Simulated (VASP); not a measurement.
# Mg3Te2 (P-3m1) in VASP: a series of runs

Mg3Te2 is run at these levels: PBE; tasks: relaxation of cell and atoms, single point.

Program: VASP 6.6.1. These are calculated values, not measurements. Logs are shortened: lines on timing, memory, paths and dates and some standing lists are left out, and cuts for length are marked.

## Step 1: The cell of the first run

It takes space group P-3m1 (No. 164, trigonal). The conventional cell has a = 4.454 Å, b = 4.454 Å, c = 6.930 Å, α = 90.00°, β = 90.00°, γ = 120.00°. Mg (site symmetry -3m) has 6 Te at 3.08 Å and 6 Mg at 3.56 Å within 4.1 Å. Within 3.6 Å of Mg (site symmetry 3m) lie 4 Te at 2.68 to 2.77 Å and 6 Mg at 3.26 to 3.56 Å. Within 3.5 Å of Te (site symmetry 3m) lie 7 Mg at 2.68 to 3.08 Å.

## Step 2: Relaxation of cell and atoms, PBE

INCAR reads:

```
SYSTEM = Mg3Te2
PREC = Accurate
ENCUT = 600
EDIFF = 1E-6
ISMEAR = 0
SIGMA = 0.1
LREAL = .FALSE.
LASPH = .TRUE.
NELM = 80
ALGO = Fast
ISIF = 3
LWAVE = .FALSE.
LCHARG = .FALSE.
GGA = PE
IBRION = 2
NSW = 90
EDIFFG = -0.04
```

KPOINTS reads:

```
Automatic mesh
0
G
  6 6 4
  0 0 0
```

POSCAR reads:

```
Mg3Te2
1.0
    4.4538975311      0.0000000000      0.0000000000
   -2.2269487655      3.8571884077      0.0000000000
    0.0000000000      0.0000000000      6.9295410826
Mg Te
3 2
Direct
    0.0000000000      0.0000000000      0.0000000000
    0.3333333333      0.6666666667      0.6450000000
    0.6666666667      0.3333333333      0.3550000000
    0.3333333333      0.6666666667      0.2450000000
    0.6666666667      0.3333333333      0.7550000000
```

Potentials or basis: VASP PAW PBE potentials, release 64 (Mg, Te).

Launch:

```bash
cat potpaw_PBE.64/Mg/POTCAR potpaw_PBE.64/Te/POTCAR > POTCAR
mpirun -np 1 vasp_std > vasp.out
```

OUTCAR:

```text
SYSTEM = Mg3Te2
   PREC = Accurate
   ENCUT = 600
   EDIFF = 1E-6
   ISMEAR = 0
   LREAL = .FALSE.
   LASPH = .TRUE.
   NELM = 80
   ISIF = 3
   GGA = PE
   IBRION = 2
   NSW = 90
   EDIFFG = -0.04

 ion  position               nearest neighbor table
   1  0.000  0.000  0.000-   4 3.08   5 3.08   4 3.08   5 3.08   5 3.08   4 3.08   2 3.56   3 3.56
                             2 3.56   3 3.56   2 3.56   3 3.56
   2  0.333  0.667  0.645-   5 2.68   5 2.68   5 2.68   4 2.77   3 3.26   3 3.26   3 3.26   1 3.56
                             1 3.56   1 3.56
   3  0.667  0.333  0.355-   4 2.68   4 2.68   4 2.68   5 2.77   2 3.26   2 3.26   2 3.26   1 3.56
                             1 3.56   1 3.56
   4  0.333  0.667  0.245-   3 2.68   3 2.68   3 2.68   2 2.77   1 3.08   1 3.08   1 3.08
   5  0.667  0.333  0.755-   2 2.68   2 2.68   2 2.68   3 2.77   1 3.08   1 3.08   1 3.08

  LATTYP: Found a hexagonal cell.
 ALAT       =     4.4538975311
 C/A-ratio  =     1.5558375634

  Lattice vectors:

 A1 = (   4.4538975311,   0.0000000000,   0.0000000000)
 A2 = (  -2.2269487655,   3.8571884077,   0.0000000000)
 A3 = (   0.0000000000,   0.0000000000,   6.9295410826)

Analysis of symmetry for initial positions (statically):
=====================================================================
 Subroutine PRICEL returns:
 Original cell was already a primitive cell.

 Routine SETGRP: Setting up the symmetry group for a
 hexagonal supercell.

 Subroutine GETGRP returns: Found 12 space group operations
 (whereof 12 operations were pure point group operations)
 out of a pool of 24 trial point group operations.

The static configuration has the point symmetry D_3d.

Analysis of symmetry for dynamics (positions and initial velocities):
=====================================================================
 Subroutine PRICEL returns:
 Original cell was already a primitive cell.

 Routine SETGRP: Setting up the symmetry group for a
 hexagonal supercell.

 Subroutine GETGRP returns: Found 12 space group operations
 (whereof 12 operations were pure point group operations)
 out of a pool of 24 trial point group operations.

The dynamic configuration has the point symmetry D_3d.

 Subroutine INISYM returns: Found 12 space group operations
 (whereof 12 operations are pure point group operations),
 and found     1 'primitive' translations

----------------------------------------------------------------------------------------

                                     Primitive cell

  volume of cell :     119.0462

  direct lattice vectors                    reciprocal lattice vectors
     4.453897531  0.000000000  0.000000000     0.224522453  0.129628099  0.000000000
    -2.226948765  3.857188408  0.000000000     0.000000000  0.259256198  0.000000000
     0.000000000  0.000000000  6.929541083     0.000000000  0.000000000  0.144309701

  length of vectors
     4.453897531  4.453897531  6.929541083     0.259256198  0.259256198  0.144309701

  position of ions in fractional coordinates (direct lattice)
     0.000000000  0.000000000  0.000000000
     0.333333333  0.666666667  0.645000000
     0.666666667  0.333333333  0.355000000
     0.333333333  0.666666667  0.245000000
     0.666666667  0.333333333  0.755000000

  ion indices of the primitive-cell ions
   primitive index   ion index
                 1           1
                 2           2
                 3           3
                 4           4
                 5           5

----------------------------------------------------------------------------------------

 KPOINTS: Automatic mesh

Automatic generation of k-mesh.
 Grid dimensions read from file:
 generate k-points for:    6    6    4

 Generating k-lattice:

  Cartesian coordinates                     Fractional coordinates (reciprocal lattice)
     0.037420409  0.021604683  0.000000000     0.166666667  0.000000000  0.000000000
     0.000000000  0.043209366  0.000000000     0.000000000  0.166666667  0.000000000
     0.000000000  0.000000000  0.036077425     0.000000000  0.000000000  0.250000000

  Length of vectors
     0.043209366  0.043209366  0.036077425

  Shift w.r.t. Gamma in fractional coordinates (k-lattice)
     0.000000000  0.000000000  0.000000000

 Subroutine IBZKPT returns following result:
 ===========================================

 Found     24 irreducible k-points:

 Following reciprocal coordinates:
            Coordinates               Weight
  0.000000  0.000000  0.000000      1.000000
  0.166667  0.000000  0.000000      6.000000
  0.333333  0.000000  0.000000      6.000000
  0.500000  0.000000  0.000000      3.000000
  0.166667  0.166667  0.000000      6.000000
  0.333333  0.166667  0.000000     12.000000
[... 16 lines left out ...]
  0.333333  0.166667  0.500000     12.000000
  0.333333  0.333333  0.500000      2.000000
   k-points           NKPTS =     24   k-points in BZ     NKDIM =     24   number of bands    NBANDS=     13
   number of dos      NEDOS =    301   number of ions     NIONS =      5
   total plane-waves  NPLWV =  72576
   dimension x,y,z NGX =    36 NGY =   36 NGZ =   56
   dimension x,y,z NGXF=    72 NGYF=   72 NGZF=  112
   ions per type =               3   2
   NGX,Y,Z   is equivalent  to a cutoff of  13.44, 13.44, 13.43 a.u.
   NGXF,Y,Z  is equivalent  to a cutoff of  26.87, 26.87, 26.87 a.u.
 SYSTEM =  Mg3Te2
   PREC   = accura    normal or accurate (medium, high low for compatibility)
   ISTART =      0    job   : 0-new  1-cont  2-samecut
   ICHARG =      2    charge: 1-file 2-atom 10-const
   ISPIN  =      1    spin polarized calculation?
   LNONCOLLINEAR =      F non collinear calculations
   LSORBIT =      F    spin-orbit coupling
   LASPH  =      T    aspherical Exc in radial PAW
   ENCUT  =  600.0 eV  44.10 Ry    6.64 a.u.   8.90  8.90 13.84*2*pi/ulx,y,z
   NELM   =     80;   NELMIN=  2; NELMDL= -5     # of ELM steps
   EDIFF  = 0.1E-05   stopping-criterion for ELM
   LREAL  =      F    real-space projection
   EDIFFG = -.4E-01   stopping-criterion for IOM
   NSW    =     90    number of steps for IOM
   IBRION =      2    ionic relax: 0-MD 1-quasi-New 2-CG
   NFREE  =      1    steps in history (QN), initial steepest desc. (CG)
   ISIF   =      3    stress and relaxation
   ISYM   =      2    0-nonsym 1-usesym 2-fastsym
   POTIM  = 0.5000    time-step for ionic-motion
   TEBEG  =    0.0;   TEEND  =   0.0 temperature during run
   PSTRESS=    0.0 pullay stress
   NELECT =      18.0000    total number of electrons
   NUPDOWN=      -1.0000    fix difference up-down
   EMIN   =  10.00;   EMAX   =-10.00  energy-range for DOS
   EFERMI =   0.00;   METHOD = LEGACY
   ISMEAR =     0;   SIGMA  =   0.10  broadening in eV -4-tet -1-fermi 0-gaus
   EFERMI_NEDOS =   21; number of points for ismear=-14 and -15
   IALGO  =     68    algorithm
   IMIX   =      4    mixing-type and parameters
     AMIX     =   0.40;   BMIX     =  1.00
     AMIX_MAG =   1.60;   BMIX_MAG =  1.00
  volume/ion in A,a.u.               =      23.81       160.67
  Fermi-wavevector in a.u.,A,eV,Ry     =   0.872155  1.648135 10.349337  0.760655
  Thomas-Fermi vector in A             =   1.991365
   LORBIT       =      0    0 simple, 1 ext, 2 COOP (PROOUT), +10 PAW based schemes
   GGA     = PE    functional components
   LHFCALC =     F    Hartree Fock is set to
   AEXX    =    0.0000 exact exchange contribution
   IVDW    =     0    specifies the selected vdW correction
   LEPSILON=     F    determine dielectric tensor
   LRPA    =     F    only Hartree local field effects (RPA)
 conjugate gradient relaxation of ions
 non-spin polarized calculation
 RMM-DIIS sequential band-by-band and
 Gauss-broadening in eV      SIGMA  =   0.10
  energy-cutoff  :      600.00
  volume of cell :      119.05
 maximum number of plane-waves:      4002
   NGX = 17   NGY = 17   NGZ = 27

--------------------------------------- Ionic step        1  -------------------------------------------

 number of electron      18.0000000 magnetization

 Free energy of the ion-electron system (eV)
  ---------------------------------------------------
  ext. energy  EPLUGINS =         0.00000000
  ---------------------------------------------------
  free energy    TOTEN  =       -11.73773083 eV

  energy without entropy =      -11.72160377  energy(sigma->0) =      -11.72966730

 E-fermi :   6.7192     XC(G=0):  -9.2064

 val. band max:        6.7116506856   @ k =   0.1667   0.0000   0.5000
 cond. band min:       6.7573727053   @ k =   0.1667   0.0000   0.2500
 fundamental gap:      0.0457220197
 Fermi energy:         6.7192282133

 k-point     1 :       0.0000    0.0000    0.0000
  band No.  band energies     occupation
      1      -7.2322      2.00000
      2      -6.2543      2.00000
      3      -0.4423      2.00000
      4       2.7112      2.00000
      5       2.7112      2.00000
      6       3.3661      2.00000
      7       3.3661      2.00000
      8       3.8345      2.00000
      9       5.7451      2.00000
     10       6.1485      2.00000
     11       8.2003      0.00000
     12       8.2003      0.00000
     13       9.2848      0.00000
[... 476 lines left out ...]
  FREE ENERGIE OF THE ION-ELECTRON SYSTEM (eV)
  ---------------------------------------------------
  free  energy   TOTEN  =       -12.6584274909 eV

  energy  without entropy=      -12.6428138638  energy(sigma->0) =      -12.65062068

[... ionic steps 4 to 30 ...]

--------------------------------------- Ionic step       31  -------------------------------------------

 number of electron      17.9999998 magnetization

------------------------ aborting loop because EDIFF is reached ----------------------------------------

  FORCE on cell =-STRESS in cart. coord.  units (eV):
  Direction    XX          YY          ZZ          XY          YZ          ZX
  --------------------------------------------------------------------------------------
  -------------------------------------------------------------------------------------
  Total        0.3278000      0.3278000     -0.0312276      0.0000000      0.0000000     -0.0000000
  in kB        3.7452283      3.7452283     -0.3567857      0.0000000      0.0000000     -0.0000000
  external PRESSURE =       2.3778903 kB  Pullay stress =       0.0000000 kB
[... 63 lines left out ...]
  energy  without entropy=      -12.8230629814  energy(sigma->0) =      -12.82816564

--------------------------------------- Ionic step       33  -------------------------------------------

 number of electron      17.9999998 magnetization

 Free energy of the ion-electron system (eV)
  ---------------------------------------------------
  ext. energy  EPLUGINS =         0.00000000
  ---------------------------------------------------
  free energy    TOTEN  =       -12.83427337 eV

  energy without entropy =      -12.82447483  energy(sigma->0) =      -12.82937410

 E-fermi :   4.6627     XC(G=0):  -8.5443

 val. band max:        4.6532059980   @ k =   0.1667   0.0000   0.2500
 cond. band min:       4.7358424237   @ k =   0.0000   0.0000   0.5000
 fundamental gap:      0.0826364257
 Fermi energy:         4.6627342050

 k-point     1 :       0.0000    0.0000    0.0000
  band No.  band energies     occupation
      1      -7.7917      2.00000
      2      -6.6294      2.00000
      3      -0.5361      2.00000
      4       1.0219      2.00000
      5       1.0219      2.00000
      6       2.0625      2.00000
      7       2.0625      2.00000
      8       2.8245      2.00000
      9       3.2753      2.00000
     10       3.3561      2.00000
     11       5.8197      0.00000
     12       5.8197      0.00000
     13       7.2368      0.00000
[... 398 lines left out ...]
  FREE ENERGIE OF THE ION-ELECTRON SYSTEM (eV)
  ---------------------------------------------------
  free  energy   TOTEN  =       -12.8342733655 eV

  energy  without entropy=      -12.8244748276  energy(sigma->0) =      -12.82937410

 reached required accuracy - stopping structural energy minimisation
```

Wall time 30 min (1 thread of Intel Xeon 8259CL, shared host); peak memory 0.3 GiB.

Results:

```
Free energy                           : -12.8343 eV
Relaxed volume                        : 28.15 Å³/atom
Relaxed cell                          : a = 5.158 Å, b = 5.158 Å, c = 6.108 Å, α = 90.00°, β = 90.00°, γ = 120.00°
Space group after relaxing (to 0.1 Å) : P-3m1 (No. 164)
Energy gained by relaxing             : 219.3 meV/atom
Ionic steps                           : 33
Pressure after relaxing               : 0.1 GPa
Largest force after relaxing          : 0.038 eV/Å
Band gap on the k mesh                : zero (bands 9 and 10 overlap by 2.32 eV)
```

Forces in eV/Å, atoms in the order of the input:
```
Mg   0.000  0.000  0.000
Mg   0.000  0.000 -0.038
Mg   0.000  0.000  0.038
Te   0.000  0.000  0.011
Te   0.000  0.000 -0.011
```

Step by step:
| step | energy change (eV) | largest force (eV/Å) | pressure (GPa) | volume (Å³) |
| --- | --- | --- | --- | --- |
| 1 | 0.0000 | 1.0495 | 11.12 | 119.05 |
| 2 | -0.9201 | 0.1537 | -0.18 | 149.84 |
| 3 | -0.9207 | 0.1283 | 0.01 | 148.83 |
| 4 | -0.9247 | 0.0963 | 0.04 | 148.96 |
| 5 | -0.9297 | 0.1004 | 0.05 | 149.24 |
| 6 | -0.9299 | 0.1284 | 0.06 | 149.33 |
| 7 | -0.9324 | 0.1296 | -0.04 | 149.82 |
| 8 | -0.9375 | 0.1313 | -0.33 | 151.26 |
| 9 | -0.9356 | 0.1286 | -0.92 | 154.11 |
| 10 | -0.9387 | 0.1322 | -0.55 | 152.29 |
| 11 | -0.9397 | 0.1309 | -0.54 | 152.23 |
| 12 | -0.9426 | 0.1284 | -0.53 | 152.04 |
| 13 | -0.9483 | 0.1244 | -0.51 | 151.66 |
| 14 | -0.9585 | 0.1809 | -0.47 | 150.88 |
| 15 | -0.9761 | 0.3001 | -0.42 | 149.24 |
| 16 | -1.0080 | 0.5143 | -0.33 | 145.57 |
| 17 | -0.8301 | 0.4460 | 1.90 | 136.72 |
| 18 | -0.9980 | 0.6020 | -0.17 | 144.93 |
| 19 | -0.9981 | 0.7604 | 0.33 | 141.05 |
| 20 | -1.0037 | 0.7084 | 0.00 | 143.01 |
| 21 | -1.0039 | 0.7369 | 0.10 | 142.30 |
| 22 | -1.0080 | 0.7246 | 0.10 | 142.11 |
| 23 | -1.0170 | 0.6777 | 0.15 | 141.52 |
| 24 | -1.0104 | 0.5261 | 0.40 | 140.30 |
| 25 | -1.0185 | 0.6429 | 0.20 | 141.15 |
| 26 | -1.0251 | 0.6150 | 0.16 | 141.24 |
| 27 | -1.0427 | 0.5352 | 0.05 | 141.50 |
| 28 | -1.0684 | 0.3890 | -0.14 | 142.00 |
| 29 | -1.0877 | 0.1419 | -0.39 | 142.97 |
| 30 | -1.0906 | 0.1226 | -0.25 | 142.28 |
| 31 | -1.0940 | 0.0583 | 0.24 | 140.23 |
| 32 | -1.0955 | 0.0349 | 0.18 | 140.44 |
| 33 | -1.0965 | 0.0384 | 0.09 | 140.76 |

Final structure:
```
CELL_PARAMETERS angstrom
5.15846 0.00000 0.00000
-2.57923 4.46736 0.00000
0.00000 0.00000 6.10819
ATOMIC_POSITIONS crystal
Mg 0.00000 0.00000 0.00000
Mg 0.33333 0.66667 0.72952
Mg 0.66667 0.33333 0.27048
Te 0.33333 0.66667 0.23886
Te 0.66667 0.33333 0.76114
```

Caveat: the volume moved by over 15 % at a fixed basis, so the end points are rough; spin-orbit coupling is left out, which moves the levels of the heavy elements.

(Part 1 of 3 ends here.)

The gap in the log of VASP goes by the Fermi energy; the results here count the filled bands.